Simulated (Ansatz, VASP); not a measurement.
**SrMg in VASP and in Ansatz**

```xyz
2
Lattice="3.9000 0.0195 0.0195 0.0195 3.9000 0.0195 0.0195 0.0195 3.9000" Properties=species:S:1:pos:R:3 pbc="T T T"
Sr    1.9695    1.9695    1.9695
Mg    0.0000    0.0000    0.0000
```

Change from the starting cell: equal xy, yz and zx shear strains of +1 %, crystal datasets.

Alike in both runs: task electric field gradients; functional LDA; k mesh 9 × 9 × 9; occupations fermi-dirac, width 0.05 eV; no spin polarisation.

```csv
,VASP,Ansatz
version,VASP 6.6.1,Ansatz 0.2.0
potentials or method,"VASP PAW LDA potentials, release 64 (Sr_sv, Mg), cutoff 520 eV","all-electron PAW with datasets made for the crystal, scalar-relativistic"
```

Ansatz gave:

| Item | Value |
| --- | --- |
| pressure (GPa) | 3.4 |
| traceless stress, the component that is largest in VASP (GPa) | -0.30 |
| size of Vzz on the site where it differs most (V/Å²) | 1.0 |

**Question.** Estimate VASP's values.

**Answer.** Pressure (GPa): 3.3; traceless stress, the component that is largest in VASP (GPa): -0.31; size of Vzz on the site where it differs most (V/Å²): 0.6.

LDA's correlation is that of Perdew and Zunger in VASP and of Perdew and Wang (1992) in Ansatz. Ansatz ran all-electron here, and VASP with PAW potentials.
